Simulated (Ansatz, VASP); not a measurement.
**One calculation of Rb, two programs**

The input INCAR:

```
PREC     = Accurate       # precision mode
ENCUT    = 500            # plane-wave cutoff, eV
EDIFF    = 1E-6           # SCF threshold, eV
ISMEAR   = 0              # smearing method
SIGMA    = 0.1            # smearing width, eV
LREAL    = False          # projectors in reciprocal space
LASPH    = True           # aspherical terms in the spheres
NELM     = 120            # most SCF steps
ALGO     = Normal         # electronic algorithm
ISIF     = 2              # what is computed and relaxed
LWAVE    = False          # write WAVECAR
LCHARG   = True           # write CHGCAR
GGA      = CA             # functional
LELF     = True           # ELF
LVHAR    = True         
NBANDS   = 10             # bands
GGA_COMPAT= False
```

KPOINTS

```
regular mesh
0
Gamma
  4 4 4
```

The input POSCAR:

```
Rb
1.0
   -2.8060000000      2.8060000000      2.8060000000
    2.8060000000     -2.8060000000      2.8060000000
    2.8060000000      2.8060000000     -2.8060000000
Rb
1
Direct
    0.0000000000      0.0000000000      0.0000000000
```

Input for Ansatz:

```yaml
crystal:
  lattice:
    - [-2.806, 2.806, 2.806]
    - [2.806, -2.806, 2.806]
    - [2.806, 2.806, -2.806]
  atoms:
    - { symbol: Rb, position: [0.0, 0.0, 0.0] }
basis:
  ecutwfc: 420
kpoints:
  mp_grid: { grid: [4, 4, 4] }
hamiltonian:
  xc: lda
scf:
  occupations: { method: gaussian, width: 0.1 }
output:
  forces: true
  stress: true
  eigenvalues: true
```

Alike in both runs: task single point; functional LDA; k mesh 4 × 4 × 4; occupations gaussian, width 0.1 eV; no spin polarisation.

|  | VASP | Ansatz |
| --- | --- | --- |
| version | VASP 6.6.1 | Ansatz 0.2.0 |
| potentials or method | VASP PAW LDA potentials, release 64 (Rb_sv), cutoff 500 eV | scalar-relativistic, plane waves, PAW |
| valence electrons in the cell | 9 | 9 |

|  | VASP | Ansatz | Ansatz less VASP |
| --- | --- | --- | --- |
| gap on the k mesh at the Fermi level (eV) | none | none | - |
| pressure (GPa) | -0.3 | -0.3 | +0.01 |

LDA's correlation is that of Perdew and Zunger in VASP and of Perdew and Wang (1992) in Ansatz. A gap of «none» marks a metal or a gap that the smearing closes.

The k mesh is coarse, so the values compare programs but aren't converged.
